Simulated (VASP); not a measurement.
Set up this calculation in VASP 6.6.1, as the native input.

- Task: single point
- Functional: PBE
- Potentials or basis: VASP PAW PBE potentials, release 64 (Ba_sv, H)
- Cutoff: 520 eV
- k mesh: 6 × 6 × 6
- Occupations: gaussian, width 0.02 eV
- Spin: no spin polarisation
- Dipole correction: no
- Further INCAR settings: ALGO = Normal; EDIFF = 1e-06; NBANDS = 15

The structure of BaH4 lies in POSCAR:

```
BaH4
1.0
    2.2472577817      1.2974548852      3.4541942315
   -2.2472577817      1.2974548852      3.4541942315
    0.0000000000     -2.5949097705      3.4541942314
Ba H
1 4
Direct
    0.0000000000      0.0000000000      0.0000000000
    0.7399634925      0.7399634925      0.7399634925
    0.2600365075      0.2600365075      0.2600365075
    0.4627000739      0.4627000739      0.4627000739
    0.5372999261      0.5372999261      0.5372999261
```

These files were run (other wordings do the same):

INCAR

```
SYSTEM = BaH4
ALGO     = Normal         ! electronic algorithm
EDIFF    = 1E-6           ! SCF threshold, eV
ENCUT    = 520            ! plane-wave cutoff, eV
GGA      = PE             ! functional
ISIF     = 2              ! what is computed and relaxed
ISMEAR   = 0              ! smearing method
LASPH    = .True.         ! aspherical terms in the spheres
LCHARG   = .False.        ! write CHGCAR
LREAL    = .False.        ! projectors in reciprocal space
LWAVE    = .False.        ! write WAVECAR
NBANDS   = 15             ! bands
NELM     = 100            ! most SCF steps
PREC     = Accurate       ! precision mode
SIGMA    = 0.02           ! smearing width, eV
```

KPOINTS

```
k-points
0
Gamma
  6 6 6
  0 0 0
```

Potentials or basis: VASP PAW PBE potentials, release 64 (Ba_sv, H).

The run is started by

```sh
$ cat potpaw_PBE.64/Ba_sv/POTCAR potpaw_PBE.64/H/POTCAR > POTCAR
$ mpirun -np 1 vasp_std > vasp.out
```

Results of the run:

```yaml
Pressure: 2.4 GPa
Largest_force: 0.026 eV/Å
Band_gap_on_the_k_mesh: 2.48 eV (least direct gap 2.78 eV)
```

Caveat: spin-orbit coupling is left out, which moves the levels of the heavy elements.

Run time: 13 s on 1 thread of AMD EPYC 9R45 96-Core Processor (Zen 5), with other jobs on the host, peak memory 0.16 GiB.
